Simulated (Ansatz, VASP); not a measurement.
Two plane-wave programs on LiH

File POSCAR:

```
LiH
1.0
    0.0000000000      2.1451220099      2.1451220099
    2.1451220099      0.0000000000      2.1451220099
    2.1451220099      2.1451220099      0.0000000000
Li H
1 1
Direct
    0.0000000000      0.0000000000      0.0000000000
    0.2500000000      0.2500000000      0.2500000000
```

INCAR.step1

```
PREC = Accurate
ENCUT = 830
ISMEAR = 1
SIGMA = 0.5
LREAL = False
LASPH = True
NELM = 120
NBANDS = 9
GGA = PE
ALGO = Normal
EDIFF = 1E-5
LWAVE = True
LCHARG = False
GGA_COMPAT = False
```

Contents of INCAR.step2:

```
PREC = Accurate
ENCUT = 830
EDIFF = 1E-6
ISMEAR = 1
SIGMA = 0.5
LREAL = False
LASPH = True
NELM = 120
ALGO = Normal
ISIF = 2
LWAVE = False
LCHARG = False
METAGGA = R2SCAN
LMIXTAU = True
NBANDS = 9
ISTART = 1
GGA_COMPAT = False
```

Contents of KPOINTS:

```
regular mesh
0
Gamma
  8 8 8
```

Input for Ansatz:

```yaml
crystal:
  lattice:
    - [0.0, 2.1451220099, 2.1451220099]
    - [2.1451220099, 0.0, 2.1451220099]
    - [2.1451220099, 2.1451220099, 0.0]
  atoms:
    - { symbol: Li, position: [0.0, 0.0, 0.0] }
    - { symbol: H, position: [0.25, 0.25, 0.25] }
kpoints:
  mp_grid: { grid: [8, 8, 8] }
hamiltonian:
  xc: r2scan
scf:
  occupations: { method: methfessel_paxton, width: 0.5 }
  n_extra_bands: 4
output:
  forces: true
  stress: true
  eigenvalues: true
```

Alike in both runs: task single point; functional r2SCAN; k mesh 8 × 8 × 8; occupations methfessel-paxton of order 1, width 0.5 eV; no spin polarisation.

|  | VASP | Ansatz |
| --- | --- | --- |
| version | VASP 6.6.1 | Ansatz 0.2.0 |
| potentials or method | VASP PAW PBE potentials, release 64 (Li_sv, H) | plane waves |
| plane-wave cutoff (eV) | 830 | 500 |
| valence electrons in the cell | 4 | 4 |

```tsv
	VASP	Ansatz	Ansatz less VASP
pressure (GPa)	-0.2	0.0	+0.20
```

VASP's potentials were made for PBE, not for r2SCAN.
